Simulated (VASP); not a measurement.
# Rb (I4/mmm) in VASP: further runs

Rb is run at these levels: PBEsol; tasks: single point.

Program: VASP 6.6.1. These are calculated values, not measurements. Logs are shortened: lines on timing, memory, paths and dates and some standing lists are left out, and cuts for length are marked.

**1. The cell of the first run**

The structure is tetragonal, space group I4/mmm (No. 139). The conventional cell has a = 5.612 Å, b = 5.612 Å, c = 5.893 Å, α = 90.00°, β = 90.00°, γ = 90.00°.

**2. Single point, PBEsol (strain +0.000 along x and y, +0.050 along z)**

INCAR

```
ALGO = Fast
EDIFF = 1E-6
ENCUT = 520
GGA = PS
ISIF = 2
ISMEAR = 0
LASPH = True
LCHARG = True
LELF = True
LREAL = False
LVHAR = True
LWAVE = False
NBANDS = 10
NELM = 60
PREC = Accurate
SIGMA = 0.15
```

KPOINTS

```
k-points
0
Gamma
  12 12 12
```

POSCAR

```
Rb
1.0
   -2.8060000000      2.8060000000      2.9463000000
    2.8060000000     -2.8060000000      2.9463000000
    2.8060000000      2.8060000000     -2.9463000000
Rb
1
Direct
    0.0000000000      0.0000000000      0.0000000000
```

Potentials or basis: VASP PAW PBE potentials, release 64 (Rb_sv).

Command:

```
$ cat potpaw_PBE.64/Rb_sv/POTCAR > POTCAR
$ mpirun -np 1 vasp_std > vasp.out
```

OUTCAR:

```text
EDIFF = 1E-6
   ENCUT = 520
   GGA = PS
   ISIF = 2
   ISMEAR = 0
   LASPH = True
   LREAL = False
   NELM = 60
   PREC = Accurate

 ion  position               nearest neighbor table
   1  0.000  0.000  0.000-

  LATTYP: Found a body centered tetragonal cell.
 ALAT       =     5.6120000000
 C/A-ratio  =     1.0500000000

  Lattice vectors:

 A1 = (  -2.8060000000,   2.8060000000,   2.9463000000)
 A2 = (   2.8060000000,  -2.8060000000,   2.9463000000)
 A3 = (   2.8060000000,   2.8060000000,  -2.9463000000)

Analysis of symmetry for initial positions (statically):
=====================================================================
 Subroutine PRICEL returns:
 Original cell was already a primitive cell.

 Routine SETGRP: Setting up the symmetry group for a
 body centered tetragonal supercell.

 Subroutine GETGRP returns: Found 16 space group operations
 (whereof 16 operations were pure point group operations)
 out of a pool of 16 trial point group operations.

The static configuration has the point symmetry D_4h.

Analysis of symmetry for dynamics (positions and initial velocities):
=====================================================================
 Subroutine PRICEL returns:
 Original cell was already a primitive cell.

 Routine SETGRP: Setting up the symmetry group for a
 body centered tetragonal supercell.

 Subroutine GETGRP returns: Found 16 space group operations
 (whereof 16 operations were pure point group operations)
 out of a pool of 16 trial point group operations.

The dynamic configuration has the point symmetry D_4h.

 Subroutine INISYM returns: Found 16 space group operations
 (whereof 16 operations are pure point group operations),
 and found     1 'primitive' translations

----------------------------------------------------------------------------------------

                                     Primitive cell

  volume of cell :      92.7924

  direct lattice vectors                    reciprocal lattice vectors
    -2.806000000  2.806000000  2.946300000     0.000000000  0.178189594  0.169704375
     2.806000000 -2.806000000  2.946300000     0.178189594  0.000000000  0.169704375
     2.806000000  2.806000000 -2.946300000     0.178189594  0.178189594  0.000000000

  length of vectors
     4.942464536  4.942464536  4.942464536     0.246071344  0.246071344  0.251998140

  position of ions in fractional coordinates (direct lattice)
     0.000000000  0.000000000  0.000000000

  ion indices of the primitive-cell ions
   primitive index   ion index
                 1           1

----------------------------------------------------------------------------------------

 KPOINTS: k-points

Automatic generation of k-mesh.
 Grid dimensions read from file:
 generate k-points for:   12   12   12

 Generating k-lattice:

  Cartesian coordinates                     Fractional coordinates (reciprocal lattice)
     0.000000000  0.014849133  0.014142031     0.083333333 -0.000000000  0.000000000
     0.014849133  0.000000000  0.014142031    -0.000000000  0.083333333  0.000000000
     0.014849133  0.014849133  0.000000000     0.000000000  0.000000000  0.083333333

  Length of vectors
     0.020505945  0.020505945  0.020999845

  Shift w.r.t. Gamma in fractional coordinates (k-lattice)
     0.000000000  0.000000000  0.000000000

 Subroutine IBZKPT returns following result:
 ===========================================

 Found    163 irreducible k-points:

 Following reciprocal coordinates:
            Coordinates               Weight
  0.000000  0.000000  0.000000      1.000000
  0.083333  0.000000 -0.000000      8.000000
  0.166667  0.000000 -0.000000      8.000000
  0.250000  0.000000 -0.000000      8.000000
  0.333333  0.000000 -0.000000      8.000000
  0.416667 -0.000000  0.000000      8.000000
[... 16 lines left out ...]
  0.500000  0.166667 -0.000000     16.000000
 -0.416667  0.166667  0.000000     16.000000
 [... further k-points ...]
   k-points           NKPTS =    163   k-points in BZ     NKDIM =    163   number of bands    NBANDS=     10
   number of dos      NEDOS =    301   number of ions     NIONS =      1
   total plane-waves  NPLWV =  64000
   dimension x,y,z NGX =    40 NGY =   40 NGZ =   40
   dimension x,y,z NGXF=    80 NGYF=   80 NGZF=   80
   ions per type =               1
   NGX,Y,Z   is equivalent  to a cutoff of  13.45, 13.45, 13.45 a.u.
   NGXF,Y,Z  is equivalent  to a cutoff of  26.91, 26.91, 26.91 a.u.
 SYSTEM =  unknown system
   PREC   = accura    normal or accurate (medium, high low for compatibility)
   ISTART =      0    job   : 0-new  1-cont  2-samecut
   ICHARG =      2    charge: 1-file 2-atom 10-const
   ISPIN  =      1    spin polarized calculation?
   LNONCOLLINEAR =      F non collinear calculations
   LSORBIT =      F    spin-orbit coupling
   LASPH  =      T    aspherical Exc in radial PAW
   ENCUT  =  520.0 eV  38.22 Ry    6.18 a.u.   9.19  9.19  9.19*2*pi/ulx,y,z
   NELM   =     60;   NELMIN=  2; NELMDL= -5     # of ELM steps
   EDIFF  = 0.1E-05   stopping-criterion for ELM
   LREAL  =      F    real-space projection
   EDIFFG = 0.1E-04   stopping-criterion for IOM
   NSW    =      0    number of steps for IOM
   IBRION =     -1    ionic relax: 0-MD 1-quasi-New 2-CG
   NFREE  =      0    steps in history (QN), initial steepest desc. (CG)
   ISIF   =      2    stress and relaxation
   ISYM   =      2    0-nonsym 1-usesym 2-fastsym
   POTIM  = 0.5000    time-step for ionic-motion
   TEBEG  =    0.0;   TEEND  =   0.0 temperature during run
   PSTRESS=    0.0 pullay stress
   NELECT =       9.0000    total number of electrons
   NUPDOWN=      -1.0000    fix difference up-down
   EMIN   =  10.00;   EMAX   =-10.00  energy-range for DOS
   EFERMI =   0.00;   METHOD = LEGACY
   ISMEAR =     0;   SIGMA  =   0.15  broadening in eV -4-tet -1-fermi 0-gaus
   EFERMI_NEDOS =   21; number of points for ismear=-14 and -15
   IALGO  =     68    algorithm
   IMIX   =      4    mixing-type and parameters
     AMIX     =   0.40;   BMIX     =  1.00
     AMIX_MAG =   1.60;   BMIX_MAG =  1.00
  volume/ion in A,a.u.               =      92.79       626.19
  Fermi-wavevector in a.u.,A,eV,Ry     =   0.752174  1.421402  7.697707  0.565766
  Thomas-Fermi vector in A             =   1.849324
   LORBIT       =      0    0 simple, 1 ext, 2 COOP (PROOUT), +10 PAW based schemes
   GGA     = PS    functional components
   LHFCALC =     F    Hartree Fock is set to
   AEXX    =    0.0000 exact exchange contribution
   IVDW    =     0    specifies the selected vdW correction
   LEPSILON=     F    determine dielectric tensor
   LRPA    =     F    only Hartree local field effects (RPA)
 non-spin polarized calculation
 RMM-DIIS sequential band-by-band and
 Gauss-broadening in eV      SIGMA  =   0.15
  energy-cutoff  :      520.00
  volume of cell :       92.79
 maximum number of plane-waves:      2518
 NGX is ok and might be reduce to    40
   NGX = 19   NGY = 19   NGZ = 19

 number of electron       9.0000000 magnetization

 Free energy of the ion-electron system (eV)
  ---------------------------------------------------
  ext. energy  EPLUGINS =         0.00000000
  ---------------------------------------------------
  free energy    TOTEN  =        -1.02530712 eV

  energy without entropy =       -1.01415813  energy(sigma->0) =       -1.01973263

 E-fermi :  -0.0998     XC(G=0):  -5.4725

 val. band max:       -0.1193616330   @ k =   0.3333   0.1667  -0.0000
 cond. band min:      -0.0960952981   @ k =   0.5000   0.3333   0.0833
 fundamental gap:      0.0232663349
 Fermi energy:        -0.0997859400

 k-point     1 :       0.0000    0.0000    0.0000
  band No.  band energies     occupation
      1     -28.9638      2.00000
      2     -13.0125      2.00000
      3     -13.0125      2.00000
      4     -13.0124      2.00000
      5      -2.0437      2.00000
      6       3.4964      0.00000
      7       3.4964      0.00000
      8       3.7330      0.00000
      9       4.3317      0.00000
     10       4.6648      0.00000

 k-point     2 :       0.0833    0.0000   -0.0000
  band No.  band energies     occupation
      1     -28.9636      2.00000
      2     -13.0187      2.00000
      3     -13.0145      2.00000
      4     -13.0124      2.00000
      5      -1.9642      2.00000
      6       3.3756      0.00000
      7       3.4561      0.00000
      8       3.7374      0.00000
      9       4.1986      0.00000
     10       4.5877      0.00000

 k-point     3 :       0.1667    0.0000   -0.0000
  band No.  band energies     occupation
      1     -28.9629      2.00000
      2     -13.0355      2.00000
      3     -13.0198      2.00000
      4     -13.0123      2.00000
      5      -1.7304      2.00000
      6       2.9294      0.00000
      7       3.2462      0.00000
      8       3.9165      0.00000
      9       4.1412      0.00000
     10       4.4934      0.00000

 k-point     4 :       0.2500    0.0000   -0.0000
  band No.  band energies     occupation
      1     -28.9620      2.00000
      2     -13.0582      2.00000
      3     -13.0270      2.00000
      4     -13.0121      2.00000
      5      -1.3569      2.00000
      6       2.3197      0.00000
      7       2.9844      0.00000
      8       4.2236      0.00000
      9       4.2664      0.00000
     10       4.4692      0.00000

 k-point     5 :       0.3333    0.0000   -0.0000
  band No.  band energies     occupation
      1     -28.9610      2.00000
      2     -13.0806      2.00000
      3     -13.0341      2.00000
      4     -13.0120      2.00000
      5      -0.8684      2.00000
      6       1.6924      0.00000
      7       2.7652      0.00000
      8       4.2392      0.00000
      9       4.5611      0.00000
     10       4.7496      0.00000

 k-point     6 :       0.4167   -0.0000    0.0000
  band No.  band energies     occupation
      1     -28.9603      2.00000
      2     -13.0969      2.00000
      3     -13.0394      2.00000
      4     -13.0119      2.00000
      5      -0.3074      1.94973
      6       1.0759      0.00000
      7       2.6244      0.00000
      8       4.1261      0.00000
      9       4.7652      0.00000
     10       5.3510      0.00000
[... 183 lines left out ...]
 k-point    21 :       0.3333    0.1667   -0.0000
  band No.  band energies     occupation
      1     -28.9601      2.00000
      2     -13.0908      2.00000
      3     -13.0467      2.00000
      4     -13.0186      2.00000
      5      -0.1194      1.14643
      6       1.2105      0.00000
      7       2.2080      0.00000
      8       3.9102      0.00000
      9       4.6620      0.00000
     10       5.0734      0.00000

 k-point    22 :       0.4167    0.1667   -0.0000
  band No.  band energies     occupation
      1     -28.9598      2.00000
      2     -13.0948      2.00000
      3     -13.0495      2.00000
      4     -13.0192      2.00000
      5       0.3759      0.00001
      6       0.7182      0.00000
      7       2.1616      0.00000
      8       3.8070      0.00000
      9       4.8863      0.00000
     10       4.9905      0.00000

 k-point    23 :       0.5000    0.1667   -0.0000
  band No.  band energies     occupation
      1     -28.9600      2.00000
      2     -13.0916      2.00000
      3     -13.0463      2.00000
      4     -13.0196      2.00000
      5      -0.0633      0.73095
      6       1.1525      0.00000
      7       2.2186      0.00000
      8       3.9024      0.00000
      9       4.6150      0.00000
     10       5.1705      0.00000

 k-point    24 :      -0.4167    0.1667    0.0000
  band No.  band energies     occupation
      1     -28.9606      2.00000
      2     -13.0815      2.00000
      3     -13.0385      2.00000
      4     -13.0196      2.00000
      5      -0.6255      2.00000
      6       1.7184      0.00000
      7       2.3637      0.00000
      8       4.0615      0.00000
      9       4.4280      0.00000
     10       5.0471      0.00000

 [... further k-points ...]
[... 5 lines left out ...]
  --------------------------------------------------------------------------------------
  -------------------------------------------------------------------------------------
  Total       -0.1042197     -0.1042197     -0.1082980      0.0000000     -0.0000000      0.0000000
  in kB       -1.7994840     -1.7994840     -1.8699019      0.0000000     -0.0000000      0.0000000
  external PRESSURE =      -1.8229567 kB  Pullay stress =       0.0000000 kB

 VOLUME and BASIS-vectors are now :
 -----------------------------------------------------------------------------
  energy-cutoff  :      520.00
  volume of cell :       92.79
      direct lattice vectors                 reciprocal lattice vectors
    -2.806000000  2.806000000  2.946300000     0.000000000  0.178189594  0.169704375
     2.806000000 -2.806000000  2.946300000     0.178189594  0.000000000  0.169704375
     2.806000000  2.806000000 -2.946300000     0.178189594  0.178189594  0.000000000

 POSITION                                       TOTAL-FORCE (eV/Angst)
 -----------------------------------------------------------------------------------
      0.00000      0.00000      0.00000        -0.000000     -0.000000      0.000000
 -----------------------------------------------------------------------------------
    total drift:                                0.000000     -0.000000     -0.000000

  FREE ENERGIE OF THE ION-ELECTRON SYSTEM (eV)
  ---------------------------------------------------
  free  energy   TOTEN  =        -1.0253071206 eV

  energy  without entropy=       -1.0141581304  energy(sigma->0) =       -1.01973263
```

Run time: 62 s. Hardware: 1 thread of Intel Xeon 6975P-C (Granite Rapids), shared host; peak memory 0.33 GiB.

What came out:

* Free energy: -1.0253 eV
* Pressure: -0.2 GPa

Levels at points of the mesh, in eV from the Fermi level:
```tsv
k point	band 1	band 2	band 3	band 4	band 5	band 6	band 7	band 8
(0.00, 0.00, 0.00)	-28.86	-12.91	-12.91	-12.91	-1.94	3.60	3.60	3.83
(0.50, 0.00, 0.00)	-28.86	-13.00	-12.94	-12.91	0.22	0.74	2.68	4.15
(0.50, 0.50, 0.00)	-28.86	-13.00	-12.95	-12.92	0.31	0.84	2.43	4.33
(0.50, 0.50, 0.50)	-28.86	-12.98	-12.97	-12.97	1.21	1.35	2.89	3.36
```

Caveat: the cell differs from its parent crystal (strain +0.000 along x and y, +0.050 along z); the PAW data sets were made with another functional, which shifts forces and pressure a little.

**3. Single point, PBEsol (strain +0.050 along x and y, -0.025 along z)**

INCAR

```
PREC = Accurate ; ENCUT = 520
EDIFF = 1E-7 ; ISMEAR = 0
SIGMA = 0.15 ; LREAL = F
LASPH = T ; NELM = 80
ALGO = Fast ; ISIF = 2
LWAVE = F ; LCHARG = F
GGA = PS ; NBANDS = 10
```

KPOINTS

```
regular mesh
0
Gamma
  12 12 12
```

POSCAR

```
Rb
1.0
   -2.9463000000      2.9463000000      2.7358500000
    2.9463000000     -2.9463000000      2.7358500000
    2.9463000000      2.9463000000     -2.7358500000
Rb
1
Direct
    0.0000000000      0.0000000000      0.0000000000
```

Potentials or basis: VASP PAW PBE potentials, release 64 (Rb_sv).

Command:

```
$ cat potpaw_PBE.64/Rb_sv/POTCAR > POTCAR
$ mpirun -np 1 vasp_std > vasp.out
```

Run time: 82 s. Hardware: 1 thread of Intel Xeon 6975P-C (Granite Rapids), shared host; peak memory 0.33 GiB.

Results (log left out):

```yaml
Free_energy: -1.0222 eV
Pressure: -0.2 GPa
```

Levels at points of the mesh, in eV from the Fermi level:
```csv
k point,band 3,band 4,band 5,band 6,band 7,band 8
"(0.00, 0.00, 0.00)",-12.93,-12.93,-1.91,3.41,3.79,3.79
"(0.50, 0.00, 0.00)",-12.96,-12.93,0.30,0.82,2.46,4.21
"(0.50, 0.50, 0.00)",-12.95,-12.93,0.16,0.65,2.86,4.02
"(0.50, 0.50, 0.50)",-12.99,-12.98,1.20,1.38,2.91,2.91
```

Caveat: the cell differs from its parent crystal (strain +0.050 along x and y, -0.025 along z); the PAW data sets were made with another functional, which shifts forces and pressure a little.

**4. Single point, PBEsol (strain +0.050 along x and y, +0.000 along z)**

INCAR

```
  PREC = Accurate
  ENCUT = 520
  EDIFF = 1E-7
  ISMEAR = 0
  SIGMA = 0.15
  LREAL = False
  LASPH = True
  NELM = 60
  ALGO = Fast
  ISIF = 2
  LWAVE = False
  LCHARG = False
  GGA = PS
  NBANDS = 10
```

KPOINTS is that of step 3.

POSCAR

```
Rb
1.0
   -2.9463000000      2.9463000000      2.8060000000
    2.9463000000     -2.9463000000      2.8060000000
    2.9463000000      2.9463000000     -2.8060000000
Rb
1
Direct
    0.0000000000      0.0000000000      0.0000000000
```

Command:

```
$ cat potpaw_PBE.64/Rb_sv/POTCAR > POTCAR
$ mpirun -np 1 vasp_std > vasp.out
```

It took 66 s on 1 thread of Intel Xeon 6975P-C (Granite Rapids), shared host; peak memory 0.33 GiB.

The run converged. Its results:

* Free energy: -1.0186 eV
* Pressure: -0.3 GPa

Levels at points of the mesh, in eV from the Fermi level:
```tsv
k point	band 1	band 2	band 3	band 4	band 5	band 6	band 7	band 8	band 9	band 10
(0.00, 0.00, 0.00)	-28.89	-12.95	-12.95	-12.95	-1.88	3.47	3.71	3.71	4.35	4.69
(0.50, 0.00, 0.00)	-28.89	-13.02	-12.97	-12.95	0.29	0.78	2.50	4.15	4.91	5.23
(0.50, 0.50, 0.00)	-28.89	-13.02	-12.97	-12.95	0.19	0.67	2.75	4.03	4.99	5.15
(0.50, 0.50, 0.50)	-28.89	-13.00	-13.00	-13.00	1.25	1.37	2.93	2.93	3.39	4.45
```

Caveat: the cell differs from its parent crystal (strain +0.050 along x and y, +0.000 along z); the PAW data sets were made with another functional, which shifts forces and pressure a little.

(Part 1 of 2 ends here.)
